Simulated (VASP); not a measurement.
# Cr (P6/mmm) in VASP: notebook

Runs on Cr. Level: PBE. Tasks: single point.

Program: VASP 6.6.1. These are calculated values, not measurements. Logs are shortened: lines on timing, memory, paths and dates and some standing lists are left out, and cuts for length are marked.

**1. The cell of the first run**

The structure is hexagonal, space group P6/mmm (No. 191). Conventional cell: a = 2.198 Å, b = 2.198 Å, c = 1.960 Å, α = 90.00°, β = 90.00°, γ = 120.00°. Cr (site symmetry 6/mmm) has 8 Cr at 1.96 to 2.20 Å within 2.6 Å.

**2. Single point, PBE, collinear spin, ferromagnetic start**

File INCAR:

```
ALGO = Normal
EDIFF = 1E-7
ENCUT = 520
GGA = PE
ISIF = 2
ISMEAR = -1
ISPIN = 2
LASPH = T
LCHARG = T
LELF = T
LMAXMIX = 4
LORBIT = 11
LREAL = F
LVHAR = T
LWAVE = F
MAGMOM = 2
NBANDS = 16
NELM = 150
PREC = Accurate
SIGMA = 0.05
```

File KPOINTS:

```
k-points
0
Gamma
  20 20 18
```

File POSCAR:

```
Cr
1.0
    2.1975932221      0.0000000000      0.0000000000
   -1.0987966111      1.9031715575      0.0000000000
    0.0000000000      0.0000000000      1.9601474648
Cr
1
Direct
    0.0000000000      0.0000000000      0.0000000000
```

Potentials or basis: VASP PAW PBE potentials, release 64 (Cr_pv).

Command:

```bash
> cat potpaw_PBE.64/Cr_pv/POTCAR > POTCAR
> mpirun -np 1 vasp_std > vasp.out
```

OUTCAR:

```text
EDIFF = 1E-7
   ENCUT = 520
   GGA = PE
   ISIF = 2
   ISMEAR = -1
   ISPIN = 2
   LASPH = T
   LORBIT = 11
   LREAL = F
   NELM = 150
   PREC = Accurate

 ion  position               nearest neighbor table
   1  0.000  0.000  0.000-

  LATTYP: Found a hexagonal cell.
 ALAT       =     2.1975932221
 C/A-ratio  =     0.8919519068

  Lattice vectors:

 A1 = (   2.1975932221,   0.0000000000,   0.0000000000)
 A2 = (  -1.0987966111,   1.9031715575,   0.0000000000)
 A3 = (   0.0000000000,   0.0000000000,   1.9601474648)

Analysis of symmetry for initial positions (statically):
=====================================================================
 Subroutine PRICEL returns:
 Original cell was already a primitive cell.

 Routine SETGRP: Setting up the symmetry group for a
 hexagonal supercell.

 Subroutine GETGRP returns: Found 24 space group operations
 (whereof 24 operations were pure point group operations)
 out of a pool of 24 trial point group operations.

The static configuration has the point symmetry D_6h.

Analysis of symmetry for dynamics (positions and initial velocities):
=====================================================================
 Subroutine PRICEL returns:
 Original cell was already a primitive cell.

 Routine SETGRP: Setting up the symmetry group for a
 hexagonal supercell.

 Subroutine GETGRP returns: Found 24 space group operations
 (whereof 24 operations were pure point group operations)
 out of a pool of 24 trial point group operations.

The dynamic configuration has the point symmetry D_6h.

Analysis of structural, dynamic, and magnetic symmetry:
=====================================================================
 Subroutine PRICEL returns:
 Original cell was already a primitive cell.

 Routine SETGRP: Setting up the symmetry group for a
 hexagonal supercell.

 Subroutine GETGRP returns: Found 24 space group operations
 (whereof 24 operations were pure point group operations)
 out of a pool of 24 trial point group operations.

The overall configuration has the point symmetry D_6h.

 Subroutine INISYM returns: Found 24 space group operations
 (whereof 24 operations are pure point group operations),
 and found     1 'primitive' translations

----------------------------------------------------------------------------------------

                                     Primitive cell

  volume of cell :       8.1981

  direct lattice vectors                    reciprocal lattice vectors
     2.197593222  0.000000000  0.000000000     0.455043267  0.262719353  0.000000000
    -1.098796611  1.903171558  0.000000000     0.000000000  0.525438706  0.000000000
     0.000000000  0.000000000  1.960147465     0.000000000  0.000000000  0.510165698

  length of vectors
     2.197593222  2.197593222  1.960147465     0.525438706  0.525438706  0.510165698

  position of ions in fractional coordinates (direct lattice)
     0.000000000  0.000000000  0.000000000

  ion indices of the primitive-cell ions
   primitive index   ion index
                 1           1

----------------------------------------------------------------------------------------

 KPOINTS: k-points

Automatic generation of k-mesh.
 Grid dimensions read from file:
 generate k-points for:   20   20   18

 Generating k-lattice:

  Cartesian coordinates                     Fractional coordinates (reciprocal lattice)
     0.022752163  0.013135968  0.000000000     0.050000000  0.000000000  0.000000000
     0.000000000  0.026271935  0.000000000     0.000000000  0.050000000  0.000000000
     0.000000000  0.000000000  0.028342539     0.000000000  0.000000000  0.055555556

  Length of vectors
     0.026271935  0.026271935  0.028342539

  Shift w.r.t. Gamma in fractional coordinates (k-lattice)
     0.000000000  0.000000000  0.000000000

 Subroutine IBZKPT returns following result:
 ===========================================

 Found    440 irreducible k-points:

 Following reciprocal coordinates:
            Coordinates               Weight
  0.000000  0.000000  0.000000      1.000000
  0.050000 -0.000000  0.000000      6.000000
  0.100000 -0.000000  0.000000      6.000000
  0.150000 -0.000000  0.000000      6.000000
  0.200000 -0.000000  0.000000      6.000000
  0.250000 -0.000000  0.000000      6.000000
[... 16 lines left out ...]
  0.200000  0.100000  0.000000     12.000000
  0.250000  0.100000  0.000000     12.000000
 [... further k-points ...]
   k-points           NKPTS =    440   k-points in BZ     NKDIM =    440   number of bands    NBANDS=     16
   number of dos      NEDOS =    301   number of ions     NIONS =      1
   total plane-waves  NPLWV =   4096
   dimension x,y,z NGX =    16 NGY =   16 NGZ =   16
   dimension x,y,z NGXF=    32 NGYF=   32 NGZF=   32
   ions per type =               1
   NGX,Y,Z   is equivalent  to a cutoff of  12.10, 12.10, 13.57 a.u.
   NGXF,Y,Z  is equivalent  to a cutoff of  24.21, 24.21, 27.14 a.u.
 SYSTEM =  unknown system
   PREC   = accura    normal or accurate (medium, high low for compatibility)
   ISTART =      0    job   : 0-new  1-cont  2-samecut
   ICHARG =      2    charge: 1-file 2-atom 10-const
   ISPIN  =      2    spin polarized calculation?
   LNONCOLLINEAR =      F non collinear calculations
   LSORBIT =      F    spin-orbit coupling
   LASPH  =      T    aspherical Exc in radial PAW
   ENCUT  =  520.0 eV  38.22 Ry    6.18 a.u.   4.09  4.09  3.64*2*pi/ulx,y,z
   NELM   =    150;   NELMIN=  2; NELMDL= -5     # of ELM steps
   EDIFF  = 0.1E-06   stopping-criterion for ELM
   LREAL  =      F    real-space projection
   EDIFFG = 0.1E-05   stopping-criterion for IOM
   NSW    =      0    number of steps for IOM
   IBRION =     -1    ionic relax: 0-MD 1-quasi-New 2-CG
   NFREE  =      0    steps in history (QN), initial steepest desc. (CG)
   ISIF   =      2    stress and relaxation
   ISYM   =      2    0-nonsym 1-usesym 2-fastsym
   POTIM  = 0.5000    time-step for ionic-motion
   TEBEG  =    0.0;   TEEND  =   0.0 temperature during run
   PSTRESS=    0.0 pullay stress
   NELECT =      12.0000    total number of electrons
   NUPDOWN=      -1.0000    fix difference up-down
   EMIN   =  10.00;   EMAX   =-10.00  energy-range for DOS
   EFERMI =   0.00;   METHOD = LEGACY
   ISMEAR =    -1;   SIGMA  =   0.05  broadening in eV -4-tet -1-fermi 0-gaus
   EFERMI_NEDOS =   21; number of points for ismear=-14 and -15
   IALGO  =     38    algorithm
   IMIX   =      4    mixing-type and parameters
     AMIX     =   0.40;   BMIX     =  1.00
     AMIX_MAG =   1.60;   BMIX_MAG =  1.00
  volume/ion in A,a.u.               =       8.20        55.32
  Fermi-wavevector in a.u.,A,eV,Ry     =   1.858791  3.512606 47.009548  3.455104
  Thomas-Fermi vector in A             =   2.907162
   LORBIT       =     11    0 simple, 1 ext, 2 COOP (PROOUT), +10 PAW based schemes
   GGA     = PE    functional components
   LHFCALC =     F    Hartree Fock is set to
   AEXX    =    0.0000 exact exchange contribution
   IVDW    =     0    specifies the selected vdW correction
   LEPSILON=     F    determine dielectric tensor
   LRPA    =     F    only Hartree local field effects (RPA)
 spin polarized calculation
  energy-cutoff  :      520.00
  volume of cell :        8.20
 maximum number of plane-waves:       230
   NGX =  9   NGY =  9   NGZ =  7

 number of electron      11.9999995 magnetization       0.0000269

 number of electron      11.9999995 magnetization      -0.0000003

 Free energy of the ion-electron system (eV)
  ---------------------------------------------------
  ext. energy  EPLUGINS =         0.00000000
  ---------------------------------------------------
  free energy    TOTEN  =        -6.99777647 eV

  energy without entropy =       -6.98994281  energy(sigma->0) =       -6.99385964

 E-fermi :  16.5794     XC(G=0): -15.6850

 val. band max:       16.5794089840   @ k =   0.2000  -0.0000   0.4444
 cond. band min:      16.5839454511   @ k =   0.4000   0.1000   0.2222
 fundamental gap:      0.0045364670
 Fermi energy:        16.5794293467

 spin component 1

 k-point     1 :       0.0000    0.0000    0.0000
  band No.  band energies     occupation
      1     -25.3176      1.00000
      2     -25.3176      1.00000
      3     -24.6576      1.00000
      4       8.0366      1.00000
      5      11.2616      1.00000
      6      15.3578      1.00000
[... 8 lines left out ...]
     15      52.8601      0.00000
     16      52.8601      0.00000

 k-point     2 :       0.0500   -0.0000    0.0000
  band No.  band energies     occupation
      1     -25.3882      1.00000
      2     -25.3322      1.00000
      3     -24.6510      1.00000
      4       8.1810      1.00000
      5      11.3083      1.00000
      6      15.2364      1.00000
[... 8 lines left out ...]
     15      53.2313      0.00000
     16      53.9078      0.00000
[... 387 lines left out ...]
      5      12.2203      1.00000
      6      13.6575      1.00000
[... 8 lines left out ...]
     15      50.5852      0.00000
     16      58.7437      0.00000

 k-point    24 :       0.2500    0.1000    0.0000
  band No.  band energies     occupation
      1     -27.1109      1.00000
      2     -25.8251      1.00000
      3     -24.4679      1.00000
      4      11.2880      1.00000
      5      12.3099      1.00000
      6      14.1866      1.00000
[... 8 lines left out ...]
     15      50.8749      0.00000
     16      58.9155      0.00000

 [... further k-points ...]

 spin component 2

 k-point     1 :       0.0000    0.0000    0.0000
  band No.  band energies     occupation
      1     -25.3176      1.00000
      2     -25.3176      1.00000
      3     -24.6576      1.00000
      4       8.0366      1.00000
      5      11.2616      1.00000
      6      15.3578      1.00000
[... 8 lines left out ...]
     15      52.8601      0.00000
     16      52.8601      0.00000

 k-point     2 :       0.0500   -0.0000    0.0000
  band No.  band energies     occupation
      1     -25.3882      1.00000
      2     -25.3322      1.00000
      3     -24.6510      1.00000
      4       8.1810      1.00000
      5      11.3083      1.00000
      6      15.2364      1.00000
[... 8 lines left out ...]
     15      53.2313      0.00000
     16      53.9078      0.00000
[... 387 lines left out ...]
      5      12.2203      1.00000
      6      13.6575      1.00000
[... 8 lines left out ...]
     15      50.5852      0.00000
     16      58.7437      0.00000

 k-point    24 :       0.2500    0.1000    0.0000
  band No.  band energies     occupation
      1     -27.1109      1.00000
      2     -25.8251      1.00000
      3     -24.4679      1.00000
      4      11.2880      1.00000
      5      12.3099      1.00000
      6      14.1866      1.00000
[... 8 lines left out ...]
     15      50.8748      0.00000
     16      58.9155      0.00000

 [... further k-points ...]

------------------------ aborting loop because EDIFF is reached ----------------------------------------

  FORCE on cell =-STRESS in cart. coord.  units (eV):
  Direction    XX          YY          ZZ          XY          YZ          ZX
  --------------------------------------------------------------------------------------
  -------------------------------------------------------------------------------------
  Total        9.9153682      9.9153682     10.5685997     -0.0000000      0.0000000      0.0000000
  in kB     1937.7843279   1937.7843279   2065.4469203     -0.0000001      0.0000000      0.0000000
  external PRESSURE =    1980.3385254 kB  Pullay stress =       0.0000000 kB

 VOLUME and BASIS-vectors are now :
 -----------------------------------------------------------------------------
  energy-cutoff  :      520.00
  volume of cell :        8.20
      direct lattice vectors                 reciprocal lattice vectors
     2.197593222  0.000000000  0.000000000     0.455043267  0.262719353  0.000000000
    -1.098796611  1.903171558  0.000000000     0.000000000  0.525438706  0.000000000
     0.000000000  0.000000000  1.960147465     0.000000000  0.000000000  0.510165698

 POSITION                                       TOTAL-FORCE (eV/Angst)
 -----------------------------------------------------------------------------------
      0.00000      0.00000      0.00000         0.000000      0.000000      0.000000
 -----------------------------------------------------------------------------------
    total drift:                               -0.000000     -0.000000      0.000000

  FREE ENERGIE OF THE ION-ELECTRON SYSTEM (eV)
  ---------------------------------------------------
  free  energy   TOTEN  =        -6.9977764688 eV

  energy  without entropy=       -6.9899428066  energy(sigma->0) =       -6.99385964

 total charge

# of ion       s       p       d       tot
------------------------------------------
    1        0.558   6.573   5.062  12.193

 magnetization (x)

# of ion       s       p       d       tot
------------------------------------------
    1       -0.000  -0.000  -0.000  -0.000
```

Run time: 31 s. Hardware: 1 thread of Intel Xeon 6975P-C (Granite Rapids), shared host; peak memory 0.18 GiB.

Results:

```
Free energy            : -6.9978 eV
Pressure               : 198.0 GPa
Band gap on the k mesh : zero (filled and empty bands overlap)
Net moment             : 0.00 μB per cell
```

Stress tensor (GPa, compression positive):
```
193.78   0.00   0.00
  0.00 193.78   0.00
  0.00   0.00 206.54
```

Caveat: the starting moments collapsed, and a magnetic state may lie lower.

**3. Single point, PBE, collinear spin, ferromagnetic start**

File INCAR:

```
PREC = Accurate ; ENCUT = 520
EDIFF = 1E-6 ; ISMEAR = -1
SIGMA = 0.05 ; LREAL = False
LASPH = True ; NELM = 150
ALGO = Normal ; ISIF = 2
LWAVE = False ; LCHARG = False
ISPIN = 2 ; MAGMOM = 2
LORBIT = 11 ; LMAXMIX = 4
GGA = PE ; NBANDS = 16
```

File KPOINTS:

```
regular mesh
0
Gamma
  20 20 18
```

File POSCAR:

```
Cr
1.0
    2.1975686752      0.0000000000      0.0000000000
   -1.0987843376      1.9031502993      0.0000000000
    0.0000000000      0.0000000000      1.9615732772
Cr
1
Direct
    0.0000000000      0.0000000000      0.0000000000
```

Potentials or basis: VASP PAW PBE potentials, release 64 (Cr_pv).

Command:

```bash
> cat potpaw_PBE.64/Cr_pv/POTCAR > POTCAR
> mpirun -np 1 vasp_std > vasp.out
```

Run time: 26 s. Hardware: 1 thread of Intel Xeon 6975P-C (Granite Rapids), shared host; peak memory 0.19 GiB.

Results (log left out):

```
Free energy            : -7.0052 eV
Pressure               : 197.4 GPa
Band gap on the k mesh : zero (filled and empty bands overlap)
Net moment             : 0.00 μB per cell
```

Stress tensor (GPa, compression positive):
```
193.37   0.00   0.00
  0.00 193.37   0.00
  0.00   0.00 205.34
```

Levels at points of the mesh, in eV from the Fermi level:
Spin up:
```
           k point  band 3  band 4  band 5  band 6  band 7  band 8  band 9  band 10
(0.00, 0.00, 0.00)  -41.25   -8.54   -5.31   -1.22   -1.22    4.59    4.59     8.04
(0.50, 0.00, 0.00)  -40.97   -6.43   -3.57    1.44    1.78    4.02    4.37     8.04
(0.00, 0.00, 0.50)  -41.47   -3.30    0.05    0.05    0.36    0.36    0.50     8.02
(0.50, 0.00, 0.50)  -41.99   -7.73   -3.73   -1.10    4.82    6.54    8.02    10.54
```
Spin down:
| k point | band 3 | band 4 | band 5 | band 6 | band 7 | band 8 | band 9 | band 10 |
| --- | --- | --- | --- | --- | --- | --- | --- | --- |
| (0.00, 0.00, 0.00) | -41.25 | -8.54 | -5.31 | -1.22 | -1.22 | 4.59 | 4.59 | 8.04 |
| (0.50, 0.00, 0.00) | -40.97 | -6.43 | -3.57 | 1.44 | 1.78 | 4.02 | 4.37 | 8.04 |
| (0.00, 0.00, 0.50) | -41.47 | -3.30 | 0.05 | 0.05 | 0.36 | 0.36 | 0.50 | 8.02 |
| (0.50, 0.00, 0.50) | -41.99 | -7.73 | -3.73 | -1.10 | 4.82 | 6.54 | 8.02 | 10.54 |

Caveat: the starting moments collapsed, and a magnetic state may lie lower.
